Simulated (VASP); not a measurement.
LiTaSe2, 8 atoms in the cell. It takes space group P-3m1 (No. 164, trigonal). The conventional cell has a = 3.547 Å, b = 3.547 Å, c = 6.837 Å, α = 90.00°, β = 90.00°, γ = 120.00°. Within 3.6 Å of Li (site symmetry -3m) lie 6 Se at 2.69 Å and 2 Ta at 3.42 Å and 6 Li at 3.55 Å. Within 3.6 Å of Se (site symmetry 3m) lie 3 Ta at 2.65 Å and 3 Li at 2.69 Å and 6 Se at 3.55 Å. Within 3.6 Å of Ta (site symmetry -3m) lie 6 Se at 2.65 Å and 2 Li at 3.42 Å and 6 Ta at 3.55 Å. 

```yaml
Program: VASP 6.6.1
Task: single point
Functional: PBEsol
Potentials_or_basis: VASP PAW PBE potentials, release 64 (Li_sv, Se, Ta_pv)
Cutoff: 520 eV
k_mesh: 6 × 6 × 2
Occupations: gaussian, width 0.05 eV
Spin: collinear spin
Starting_moments: "[0.0, 0.0, 0.0, 0.0, 0.0, 0.0, 2.0, 2.0] μB"
Hubbard_terms: Ta d U = 4.0 eV
Dipole_correction: no
Further_INCAR_settings: ALGO = Normal; EDIFF = 1e-06; NBANDS = 40
```

Potentials or basis: VASP PAW PBE potentials, release 64 (Li_sv, Se, Ta_pv).

Run with:

```bash
$ cat potpaw_PBE.64/Li_sv/POTCAR potpaw_PBE.64/Se/POTCAR potpaw_PBE.64/Ta_pv/POTCAR > POTCAR
$ mpirun -np 1 vasp_std > vasp.out
```

Hardware: 1 thread of Intel(R) Xeon(R) 6975P-C (Granite Rapids), with other jobs on the host.

Estimate the wall time of this run.

Wall time 2.8 min on 1 thread of Intel(R) Xeon(R) 6975P-C (Granite Rapids) (shared host), peak memory 0.39 GiB. Counts: scf iterations 17, k points 14.
